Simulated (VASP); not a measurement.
# C (I4_1/amd) in VASP: single point with LDA

Aim: the single point of C with LDA.

Everything below comes from runs of VASP 6.6.1. Logs are shortened: lines on timing, memory, paths and dates and some standing lists are left out, and cuts for length are marked.

## 1. The cell of the first run

It takes space group I4_1/amd (No. 141, tetragonal). Conventional cell: a = 2.459 Å, b = 2.459 Å, c = 3.567 Å, α = 90.00°, β = 90.00°, γ = 90.00°. Within 2.0 Å of C (site symmetry -4m2) lie 4 C at 1.52 Å.

## 2. Single point, LDA (strain -0.0250 x Voigt [1, 1, 0, 0, 0, 0])

INCAR

```
SYSTEM = C
  PREC = Accurate
  ENCUT = 1300
  EDIFF = 1E-6
  ISMEAR = 0
  SIGMA = 0.05
  LREAL = .FALSE.
  LASPH = .TRUE.
  NELM = 120
  ALGO = Normal
  ISIF = 2
  LWAVE = .FALSE.
  LCHARG = .TRUE.
  LELF = .TRUE.
  LVHAR = .TRUE.
  NBANDS = 11
  GGA_COMPAT = .FALSE.
```

KPOINTS

```
Automatic mesh
0
G
  12 12 12
  0 0 0
```

POSCAR

```
C
1.0
    0.0000000000      1.7388150000      1.7834000000
    1.7388150000      0.0000000000      1.7834000000
    1.7388150000      1.7388150000      0.0000000000
C
2
Direct
    0.5000000000      0.5000000000      0.5000000000
    0.7500000000      0.7500000000      0.7500000000
```

Potentials or basis: VASP PAW LDA potentials, release 64 (C_h).

The run is started by

```console
$ cat potpaw_LDA.64/C_h/POTCAR > POTCAR
$ mpirun -np 1 vasp_std > vasp.out
```

OUTCAR:

```text
SYSTEM = C
   PREC = Accurate
   ENCUT = 1300
   EDIFF = 1E-6
   ISMEAR = 0
   LREAL = .FALSE.
   LASPH = .TRUE.
   NELM = 120
   ISIF = 2

 ion  position               nearest neighbor table
   1  0.500  0.500  0.500-   2 1.52   2 1.52   2 1.52   2 1.52
   2  0.750  0.750  0.750-   1 1.52   1 1.52   1 1.52   1 1.52

  LATTYP: Found a body centered tetragonal cell.
 ALAT       =     2.4590557555
 C/A-ratio  =     1.4504754486

  Lattice vectors:

 A1 = (  -1.7388150000,   0.0000000000,   1.7834000000)
 A2 = (   1.7388150000,   0.0000000000,   1.7834000000)
 A3 = (   0.0000000000,   1.7388150000,  -1.7834000000)

Analysis of symmetry for initial positions (statically):
=====================================================================
 Subroutine PRICEL returns:
 Original cell was already a primitive cell.

 Routine SETGRP: Setting up the symmetry group for a
 body centered tetragonal supercell.

 Subroutine GETGRP returns: Found 16 space group operations
 (whereof  8 operations were pure point group operations)
 out of a pool of 16 trial point group operations.

The static configuration has the point symmetry D_2d.
 The point group associated with its full space group is D_4h.

Analysis of symmetry for dynamics (positions and initial velocities):
=====================================================================
 Subroutine PRICEL returns:
 Original cell was already a primitive cell.

 Routine SETGRP: Setting up the symmetry group for a
 body centered tetragonal supercell.

 Subroutine GETGRP returns: Found 16 space group operations
 (whereof  8 operations were pure point group operations)
 out of a pool of 16 trial point group operations.

The dynamic configuration has the point symmetry D_2d.
 The point group associated with its full space group is D_4h.

 Subroutine INISYM returns: Found 16 space group operations
 (whereof  8 operations are pure point group operations),
 and found     1 'primitive' translations

----------------------------------------------------------------------------------------

                                     Primitive cell

  volume of cell :      10.7841

  direct lattice vectors                    reciprocal lattice vectors
     0.000000000  1.738815000  1.783400000    -0.287552155  0.287552155  0.280363351
     1.738815000  0.000000000  1.783400000     0.287552155 -0.287552155  0.280363351
     1.738815000  1.738815000  0.000000000     0.287552155  0.287552155 -0.280363351

  length of vectors
     2.490781637  2.490781637  2.459055755     0.493939361  0.493939361  0.493939361

[... 90 lines left out ...]
   PSTRESS=    0.0 pullay stress
   NELECT =       8.0000    total number of electrons
   NUPDOWN=      -1.0000    fix difference up-down
   EMIN   =  10.00;   EMAX   =-10.00  energy-range for DOS
   EFERMI =   0.00;   METHOD = LEGACY
   ISMEAR =     0;   SIGMA  =   0.05  broadening in eV -4-tet -1-fermi 0-gaus
   EFERMI_NEDOS =   21; number of points for ismear=-14 and -15
   IALGO  =     38    algorithm
   IMIX   =      4    mixing-type and parameters
     AMIX     =   0.40;   BMIX     =  1.00
     AMIX_MAG =   1.60;   BMIX_MAG =  1.00
  volume/ion in A,a.u.               =       5.39        36.39
  Fermi-wavevector in a.u.,A,eV,Ry     =   1.481982  2.800540 29.882085  2.196271
  Thomas-Fermi vector in A             =   2.595825
   LORBIT       =      0    0 simple, 1 ext, 2 COOP (PROOUT), +10 PAW based schemes
   GGA     = CA    functional components
   LHFCALC =     F    Hartree Fock is set to
   AEXX    =    0.0000 exact exchange contribution
   IVDW    =     0    specifies the selected vdW correction
   LEPSILON=     F    determine dielectric tensor
   LRPA    =     F    only Hartree local field effects (RPA)
 non-spin polarized calculation
 Gauss-broadening in eV      SIGMA  =   0.05
  energy-cutoff  :     1300.00
  volume of cell :       10.78
 maximum number of plane-waves:      1171
 NGX is ok and might be reduce to    30
   NGX = 15   NGY = 15   NGZ = 15

 number of electron       8.0000000 magnetization

 Free energy of the ion-electron system (eV)
  ---------------------------------------------------
  ext. energy  EPLUGINS =         0.00000000
  ---------------------------------------------------
  free energy    TOTEN  =       -20.24431524 eV

  energy without entropy =      -20.24431524  energy(sigma->0) =      -20.24431524

 E-fermi :  12.0249     XC(G=0): -13.9032

 val. band max:       11.8157462310   @ k =   0.0000   0.0000   0.0000
 cond. band min:      15.7380938894   @ k =   0.3333   0.0000   0.3333
 fundamental gap:      3.9223476584
 Fermi energy:        12.0249088384

 k-point     1 :       0.0000    0.0000    0.0000
  band No.  band energies     occupation
      1     -10.3255      2.00000
      2      11.4092      2.00000
      3      11.8157      2.00000
      4      11.8157      2.00000
      5      17.2674      0.00000
      6      17.2674      0.00000
      7      17.5832      0.00000
      8      26.3918      0.00000
      9      31.3707      0.00000
     10      38.0835      0.00000
     11      38.6366      0.00000
[... 309 lines left out ...]
 k-point    24 :      -0.4167    0.1667    0.0000
  band No.  band energies     occupation
      1      -3.7673      2.00000
      2      -1.3894      2.00000
      3       5.7573      2.00000
      4       8.1861      2.00000
      5      19.6767      0.00000
      6      22.2050      0.00000
      7      23.3849      0.00000
      8      27.6065      0.00000
      9      31.5882      0.00000
     10      36.3533      0.00000
     11      36.8315      0.00000

 [... further k-points ...]

------------------------ aborting loop because EDIFF is reached ----------------------------------------

  FORCE on cell =-STRESS in cart. coord.  units (eV):
  Direction    XX          YY          ZZ          XY          YZ          ZX
  --------------------------------------------------------------------------------------
  -------------------------------------------------------------------------------------
  Total        1.3214929      1.3214929     -0.3862208      0.0000000      0.0000000      0.0000000
  in kB      196.3314593    196.3314593    -57.3800229      0.0000000      0.0000000      0.0000000
  external PRESSURE =     111.7609652 kB  Pullay stress =       0.0000000 kB

 VOLUME and BASIS-vectors are now :
 -----------------------------------------------------------------------------
  energy-cutoff  :     1300.00
  volume of cell :       10.78
      direct lattice vectors                 reciprocal lattice vectors
     0.000000000  1.738815000  1.783400000    -0.287552155  0.287552155  0.280363351
     1.738815000  0.000000000  1.783400000     0.287552155 -0.287552155  0.280363351
     1.738815000  1.738815000  0.000000000     0.287552155  0.287552155 -0.280363351

 POSITION                                       TOTAL-FORCE (eV/Angst)
 -----------------------------------------------------------------------------------
      1.73881      1.73881      1.78340         0.000000      0.000000      0.000000
      2.60822      2.60822      2.67510        -0.000000     -0.000000     -0.000000
 -----------------------------------------------------------------------------------
    total drift:                                0.000000     -0.000000     -0.000000

  FREE ENERGIE OF THE ION-ELECTRON SYSTEM (eV)
  ---------------------------------------------------
  free  energy   TOTEN  =       -20.2443152441 eV

  energy  without entropy=      -20.2443152441  energy(sigma->0) =      -20.24431524
```

stdout:

```text
POSCAR found type information on POSCAR C
 POSCAR found :  1 types and       2 ions
 scaLAPACK will be used
 LDA part: xc-table for (Slater(with rela. corr.)+CA(PZ))
 , standard interpolation
 POSCAR, INCAR and KPOINTS ok, starting setup
 FFT: planning ... GRIDC
 FFT: planning ... GRID_SOFT
 FFT: planning ... GRID
 WAVECAR not read
 entering main loop
```

Run time: 42 s. Hardware: 1 thread of Intel Xeon Platinum 8488C (Sapphire Rapids), shared host; peak memory 0.17 GiB.

Results:

| Quantity | Value |
| --- | --- |
| Free energy | -20.2443 eV |
| Pressure | 11.2 GPa |
| Band gap on the k mesh | 3.92 eV (least direct gap 5.45 eV) |

Stress tensor (GPa, compression positive):
```
19.63  0.00  0.00
 0.00 19.63  0.00
 0.00  0.00 -5.74
```

Caveat: the cell differs from its parent crystal (strain -0.0250 x Voigt [1, 1, 0, 0, 0, 0]); the stress differs along the axes, from -6 to 20 GPa. A k mesh can miss the band edges.
